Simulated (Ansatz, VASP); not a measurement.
AlH4: VASP beside Ansatz

Contents of INCAR:

```
PREC     = Accurate       # precision mode
ENCUT    = 600            # plane-wave cutoff, eV
EDIFF    = 1E-7           # SCF threshold, eV
ISMEAR   = 0              # smearing method
SIGMA    = 0.1            # smearing width, eV
LREAL    = F              # projectors in reciprocal space
LASPH    = T              # aspherical terms in the spheres
NELM     = 100            # most SCF steps
ALGO     = Normal         # electronic algorithm
ISIF     = 3              # what is computed and relaxed
LWAVE    = F              # write WAVECAR
LCHARG   = F              # write CHGCAR
GGA      = PE             # functional
IBRION   = 2              # ionic algorithm
NSW      = 100            # ionic steps
EDIFFG   = -0.01          # ionic threshold
```

The input KPOINTS:

```
Automatic mesh
0
Gamma
  12 12 8
```

POSCAR

```
AlH4
1.0
    3.0500043741      0.0000000000      0.0000000000
   -1.5250021870      2.6413812696      0.0000000000
    0.0000000000      0.0000000000      5.6196924770
Al H
1 4
Direct
    0.3333333333      0.6666666667      0.0000000000
    0.6666666667      0.3333333333      0.5000000000
    0.6666666667      0.3333333333      0.3252779365
    0.6666666667      0.3333333333      0.6747220635
    0.6666666667      0.3333333333      0.0000000000
```

Input for Ansatz:

```yaml
crystal:
  lattice:
    - [3.0500043741, 0.0, 0.0]
    - [-1.525002187, 2.6413812696, 0.0]
    - [0.0, 0.0, 5.619692477]
  atoms:
    - { symbol: Al, position: [0.3333333333, 0.6666666667, 0.0] }
    - { symbol: H, position: [0.6666666667, 0.3333333333, 0.5] }
    - { symbol: H, position: [0.6666666667, 0.3333333333, 0.3252779365] }
    - { symbol: H, position: [0.6666666667, 0.3333333333, 0.6747220635] }
    - { symbol: H, position: [0.6666666667, 0.3333333333, 0.0] }
basis:
  ecutwfc: 420
kpoints:
  mp_grid: { grid: [12, 12, 8] }
hamiltonian:
  xc: pbe
scf:
  occupations: { method: gaussian, width: 0.1 }
output:
  forces: true
  stress: true
  eigenvalues: true
relax:
  adjacent_minimum: "off"
  f_tol: 0.01
  max_steps: 80
  cell: { stress_tol: 0.05 }
```

Alike in both runs: task relaxation of cell and atoms; functional PBE; k mesh 12 × 12 × 8; occupations gaussian, width 0.1 eV; no spin polarisation.

|  | VASP | Ansatz |
| --- | --- | --- |
| version | VASP 6.6.1 | Ansatz 0.2.0 |
| potentials or method | VASP PAW PBE potentials, release 64 (Al, H), cutoff 600 eV | scalar-relativistic, plane waves, PAW |
| valence electrons in the cell | 7 | 7 |

|  | VASP | Ansatz | Ansatz less VASP |
| --- | --- | --- | --- |
| gap on the k mesh at the Fermi level, each at its own relaxed structure (eV) | none | none | - |
| relaxed volume (Å³/atom) | 9.08 | 9.10 | +0.020 |
| relaxed length of the cell vector where the two differ most in proportion (Å) | 5.668 | 5.680 | +0.0116 |

A gap of «none» marks a metal or a gap that the smearing closes.
